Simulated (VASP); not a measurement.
# BAs (F-43m) in VASP: elastic constants with PBEsol

Aim: the elastic constants of BAs with PBEsol.

Program: VASP 6.6.1. These are calculated values, not measurements. Logs are shortened: lines on timing, memory, paths and dates and some standing lists are left out, and cuts for length are marked.

## (1) The cell of the first run

Symmetry: F-43m, No. 216, cubic system. The conventional cell has a = 4.768 Å, b = 4.768 Å, c = 4.768 Å, α = 90.00°, β = 90.00°, γ = 90.00°. Within 2.7 Å of B (site symmetry -43m) lie 4 As at 2.06 Å. Within 2.7 Å of As (site symmetry -43m) lie 4 B at 2.06 Å.

## (2) Elastic constants, PBEsol

File INCAR:

```
  PREC = Accurate
  ENCUT = 600
  EDIFF = 1E-8
  ISMEAR = 0
  SIGMA = 0.01
  LREAL = False
  LASPH = True
  NELM = 80
  ALGO = Normal
  ISIF = 3
  LWAVE = False
  LCHARG = False
  GGA = PS
  NBANDS = 11
  IBRION = 6
  NFREE = 2
  POTIM = 0.015
  NSW = 1
```

File KPOINTS:

```
regular mesh
0
Gamma
  10 10 10
```

File POSCAR:

```
BAs
1.0
    0.0000000000      2.3842000000      2.3842000000
    2.3842000000      0.0000000000      2.3842000000
    2.3842000000      2.3842000000      0.0000000000
B As
1 1
Direct
    0.0000000000      0.0000000000      0.0000000000
    0.2500000000      0.2500000000      0.2500000000
```

Potentials or basis: VASP PAW PBE potentials, release 64 (B, As).

The run is started by

```console
cat potpaw_PBE.64/B/POTCAR potpaw_PBE.64/As/POTCAR > POTCAR
mpirun -np 1 vasp_std > vasp.out
```

OUTCAR:

```text
PREC = Accurate
   ENCUT = 600
   EDIFF = 1E-8
   ISMEAR = 0
   LREAL = False
   LASPH = True
   NELM = 80
   ISIF = 3
   GGA = PS
   IBRION = 6
   NFREE = 2
   POTIM = 0.015
   NSW = 1

 ion  position               nearest neighbor table
   1  0.000  0.000  0.000-   2 2.06   2 2.06   2 2.06   2 2.06
   2  0.250  0.250  0.250-   1 2.06   1 2.06   1 2.06   1 2.06

  LATTYP: Found a face centered cubic cell.
 ALAT       =     4.7684000000

  Lattice vectors:

 A1 = (   0.0000000000,   2.3842000000,   2.3842000000)
 A2 = (   2.3842000000,   0.0000000000,   2.3842000000)
 A3 = (   2.3842000000,   2.3842000000,   0.0000000000)

Analysis of symmetry for initial positions (statically):
=====================================================================
 Subroutine PRICEL returns:
 Original cell was already a primitive cell.

 Routine SETGRP: Setting up the symmetry group for a
 face centered cubic supercell.

 Subroutine GETGRP returns: Found 24 space group operations
 (whereof 24 operations were pure point group operations)
 out of a pool of 48 trial point group operations.

The static configuration has the point symmetry T_d .

Analysis of symmetry for dynamics (positions and initial velocities):
=====================================================================
 Subroutine PRICEL returns:
 Original cell was already a primitive cell.

 Routine SETGRP: Setting up the symmetry group for a
 face centered cubic supercell.

 Subroutine GETGRP returns: Found 24 space group operations
 (whereof 24 operations were pure point group operations)
 out of a pool of 48 trial point group operations.

The dynamic configuration has the point symmetry T_d .

 Subroutine INISYM returns: Found 24 space group operations
 (whereof 24 operations are pure point group operations),
 and found     1 'primitive' translations

----------------------------------------------------------------------------------------

                                     Primitive cell

  volume of cell :      27.1055

  direct lattice vectors                    reciprocal lattice vectors
     0.000000000  2.384200000  2.384200000    -0.209713950  0.209713950  0.209713950
     2.384200000  0.000000000  2.384200000     0.209713950 -0.209713950  0.209713950
     2.384200000  2.384200000  0.000000000     0.209713950  0.209713950 -0.209713950

  length of vectors
     3.371767975  3.371767975  3.371767975     0.363235217  0.363235217  0.363235217

  position of ions in fractional coordinates (direct lattice)
     0.000000000  0.000000000  0.000000000
     0.250000000  0.250000000  0.250000000

  ion indices of the primitive-cell ions
   primitive index   ion index
                 1           1
                 2           2

----------------------------------------------------------------------------------------

 KPOINTS: regular mesh

Automatic generation of k-mesh.
 Grid dimensions read from file:
 generate k-points for:   10   10   10

 Generating k-lattice:

  Cartesian coordinates                     Fractional coordinates (reciprocal lattice)
    -0.020971395  0.020971395  0.020971395     0.100000000  0.000000000  0.000000000
     0.020971395 -0.020971395  0.020971395     0.000000000  0.100000000  0.000000000
     0.020971395  0.020971395 -0.020971395     0.000000000  0.000000000  0.100000000

  Length of vectors
[... 109 lines left out ...]
  Direction    XX          YY          ZZ          XY          YZ          ZX
  --------------------------------------------------------------------------------------
  -------------------------------------------------------------------------------------
  Total        0.1395157      0.1395157      0.1395157     -0.0000000     -0.0000000     -0.0000000
  in kB        8.2466153      8.2466153      8.2466153     -0.0000000     -0.0000000     -0.0000000
  external PRESSURE =       8.2466153 kB  Pullay stress =       0.0000000 kB
[... 89 lines left out ...]
  FREE ENERGIE OF THE ION-ELECTRON SYSTEM (eV)
  ---------------------------------------------------
  free  energy   TOTEN  =       -12.1968616087 eV

  energy  without entropy=      -12.1968616087  energy(sigma->0) =      -12.19686161

[... ionic steps 4 to 14 ...]

--------------------------------------- Ionic step       15  -------------------------------------------

 number of electron       8.0000000 magnetization

------------------------ aborting loop because EDIFF is reached ----------------------------------------
[... 67 lines left out ...]
--------------------------------------- Ionic step       17  -------------------------------------------

 number of electron       8.0000000 magnetization

 Free energy of the ion-electron system (eV)
  ---------------------------------------------------
  ext. energy  EPLUGINS =         0.00000000
  ---------------------------------------------------
  free energy    TOTEN  =       -12.20245669 eV

  energy without entropy =      -12.20245669  energy(sigma->0) =      -12.20245669

 E-fermi :   6.2798     XC(G=0): -10.7540

 val. band max:        6.2093507161   @ k =   0.0000   0.0000   0.0000
 cond. band min:       7.1720817134   @ k =   0.0000   0.4000   0.4000
 fundamental gap:      0.9627309973
 Fermi energy:         6.2798222144

 k-point     1 :       0.0000    0.0000    0.0000
  band No.  band energies     occupation
      1      -9.3832      2.00000
      2       5.9971      2.00000
      3       6.1043      2.00000
      4       6.2094      2.00000
      5       9.2686      0.00000
      6       9.3486      0.00000
      7       9.4316      0.00000
      8      10.8538      0.00000
      9      15.4763      0.00000
     10      19.0557      0.00000
     11      19.0559      0.00000
[... 309 lines left out ...]
 k-point    24 :       0.4000    0.3000    0.0000
  band No.  band energies     occupation
      1      -6.7166      2.00000
      2      -0.3966      2.00000
      3       2.0995      2.00000
      4       2.5732      2.00000
      5       7.7013      0.00000
      6       9.3950      0.00000
      7      14.9532      0.00000
      8      15.2050      0.00000
      9      18.1221      0.00000
     10      21.8575      0.00000
     11      21.9418      0.00000

 [... further k-points ...]

------------------------ aborting loop because EDIFF is reached ----------------------------------------

  FORCE on cell =-STRESS in cart. coord.  units (eV):
  Direction    XX          YY          ZZ          XY          YZ          ZX
  --------------------------------------------------------------------------------------
  -------------------------------------------------------------------------------------
  Total        0.1396689      0.1432908      0.1432908      0.0000000      0.1174153      0.0000000
  in kB        8.2556665      8.4697554      8.4697554      0.0000000      6.9402821      0.0000000
  external PRESSURE =       8.3983924 kB  Pullay stress =       0.0000000 kB
[... 17 lines left out ...]
  FREE ENERGIE OF THE ION-ELECTRON SYSTEM (eV)
  ---------------------------------------------------
  free  energy   TOTEN  =       -12.2024566909 eV

  energy  without entropy=      -12.2024566909  energy(sigma->0) =      -12.20245669

 INTERNAL STRAIN TENSORS FROM STRAINED CELLS
 ============================================

 INTERNAL STRAIN TENSOR FOR ION    1 for displacements in x,y,z  (eV/Angst):
          X           Y           Z          XY          YZ          ZX
  --------------------------------------------------------------------------------
  x     0.00000    -0.00000    -0.00000     0.00000     7.82867     0.00000
  y     0.00000    -0.00000    -0.00000     0.00000     0.00000     7.82869
  z     0.00000    -0.00000    -0.00000     7.82861     0.00000     0.00000

 INTERNAL STRAIN TENSORS FROM DISPLACED ATOMS
 ============================================

 INTERNAL STRAIN TENSOR FOR ION    1 for displacements in x,y,z  (eV/Angst):
          X           Y           Z          XY          YZ          ZX
  --------------------------------------------------------------------------------
  x     0.00000     0.00000     0.00000     0.00000     7.82850     0.00000
  y    -0.00000     0.00000    -0.00000     0.00000     0.00000     7.82850
  z     0.00000     0.00000     0.00000     7.82850     0.00000     0.00000

 INTERNAL STRAIN TENSOR FOR ION    2 for displacements in x,y,z  (eV/Angst):
          X           Y           Z          XY          YZ          ZX
  --------------------------------------------------------------------------------
  x    -0.00000     0.00000     0.00000     0.00000    -7.82393     0.00000
  y     0.00000     0.00000     0.00000     0.00000     0.00000    -7.82393
  z     0.00000     0.00000    -0.00000    -7.82393     0.00000     0.00000

 Eigenvectors and eigenvalues of the dynamical matrix
 ----------------------------------------------------

   1 f  =   20.856344 THz   131.044276 2PiTHz  695.692763 cm-1    86.254871 meV
             X         Y         Z           dx          dy          dz
      0.000000  0.000000  0.000000     0.912438   -0.201933    0.023974
      1.192100  1.192100  1.192100    -0.346608    0.076708   -0.009107
[... 21 lines left out ...]
   6 f/i=    0.000113 THz     0.000707 2PiTHz    0.003754 cm-1     0.000465 meV
             X         Y         Z           dx          dy          dz
      0.000000  0.000000  0.000000     0.354920   -0.009262   -0.007116
      1.192100  1.192100  1.192100     0.934318   -0.024382   -0.018732

--------------------------------------------------------------------------------------------------------

 ELASTIC MODULI CONTR FROM IONIC RELAXATION (kBar)
 Direction    XX          YY          ZZ          XY          YZ          ZX
 --------------------------------------------------------------------------------
 XX          -0.0000     -0.0000     -0.0000     -0.0000     -0.0000      0.0000
 YY          -0.0000     -0.0000     -0.0000     -0.0000     -0.0000      0.0000
 ZZ          -0.0000     -0.0000     -0.0000     -0.0000     -0.0000      0.0000
 XY          -0.0000     -0.0000     -0.0000   -215.3022     -0.0000      0.0000
 YZ          -0.0000     -0.0000     -0.0000     -0.0000   -215.3022     -0.0000
 ZX           0.0000      0.0000      0.0000      0.0000     -0.0000   -215.3022
 --------------------------------------------------------------------------------

 TOTAL ELASTIC MODULI (kBar)
 Direction    XX          YY          ZZ          XY          YZ          ZX
 --------------------------------------------------------------------------------
 XX        2798.6611    752.1652    752.1652     -0.0000     -0.0000      0.0000
 YY         752.1652   2798.6611    752.1652     -0.0000     -0.0000      0.0000
 ZZ         752.1652    752.1652   2798.6611     -0.0000     -0.0000      0.0000
 XY          -0.0000     -0.0000     -0.0000   1503.8882     -0.0000      0.0000
 YZ          -0.0000     -0.0000     -0.0000     -0.0000   1503.8882     -0.0000
 ZX           0.0000      0.0000      0.0000      0.0000     -0.0000   1503.8882
 --------------------------------------------------------------------------------
```

Run time: 17 min. Hardware: 1 thread of AMD EPYC 7R43 (Zen 3), shared host; peak memory 0.29 GiB.

What came out:

```
Elastic constants C11, C12, C44                         : 280, 75, 150 GPa
Voigt bulk modulus                                      : 143 GPa
Highest phonon frequency at Γ, LO-TO splitting left out : 696 cm⁻¹
```

Phonon frequencies in cm⁻¹ (negative: imaginary):
```csv
q point,frequencies
"(0.000, 0.000, 0.000)",0 0 0 696 696 696
```

Elastic tensor in Voigt notation (GPa, in the Cartesian axes of the cell as first typed):
```
280  75  75   0   0   0
 75 280  75   0   0   0
 75  75 280   0   0   0
  0   0   0 150   0   0
  0   0   0   0 150   0
  0   0   0   0   0 150
```

Clamped-ion elastic tensor (GPa):
```
280  75  75   0   0   0
 75 280  75   0   0   0
 75  75 280   0   0   0
  0   0   0 172   0   0
  0   0   0   0 172   0
  0   0   0   0   0 172
```

Caveat: the PAW data sets were made with another functional, which shifts forces and pressure a little.
